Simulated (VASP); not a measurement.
Write the native input for VASP 6.6.1 that does the following.

| Quantity | Value |
| --- | --- |
| Task | single point |
| Functional | PBE |
| Potentials or basis | VASP PAW PBE potentials, release 64 (Na_pv, Hg, H) |
| Cutoff | 520 eV |
| k mesh | 6 × 6 × 4 |
| Occupations | gaussian, width 0.1 eV |
| Spin | no spin polarisation |
| Dipole correction | no |
| Further INCAR settings | ALGO = Normal; EDIFF = 1e-06; NBANDS = 18 |

The structure of NaHgH2 lies in POSCAR:

```
NaHgH2
1.0
    3.5416046976      0.0000000000      0.0000000000
    0.0000000000      3.5416046976      0.0000000000
    0.0000000000      0.0000000000      4.4363066984
Na Hg H
1 1 2
Direct
    0.0000000000      0.0000000000      0.0000000000
    0.5000000000      0.5000000000      0.5000000000
    0.0000000000      0.0000000000      0.5000000000
    0.5000000000      0.5000000000      0.0000000000
```

The input as run:

INCAR

```
PREC     = Accurate       # precision mode
ENCUT    = 520            # plane-wave cutoff, eV
EDIFF    = 1E-6           # SCF threshold, eV
ISMEAR   = 0              # smearing method
SIGMA    = 0.1            # smearing width, eV
LREAL    = False          # projectors in reciprocal space
LASPH    = True           # aspherical terms in the spheres
NELM     = 80             # most SCF steps
ALGO     = Normal         # electronic algorithm
ISIF     = 2              # what is computed and relaxed
LWAVE    = False          # write WAVECAR
LCHARG   = False          # write CHGCAR
GGA      = PE             # functional
NBANDS   = 18             # bands
```

KPOINTS

```
regular mesh
0
Gamma
  6 6 4
```

Potentials or basis: VASP PAW PBE potentials, release 64 (Na_pv, Hg, H).

Command:

```bash
$ cat potpaw_PBE.64/Na_pv/POTCAR potpaw_PBE.64/Hg/POTCAR potpaw_PBE.64/H/POTCAR > POTCAR
$ mpirun -np 1 vasp_std > vasp.out
```

It gave:

| Item | Value |
| --- | --- |
| Pressure | 0.0 GPa |

Run time: 10 s on 1 thread of Intel(R) Xeon(R) 6975P-C (Granite Rapids), on a shared host, peak memory 0.19 GiB.
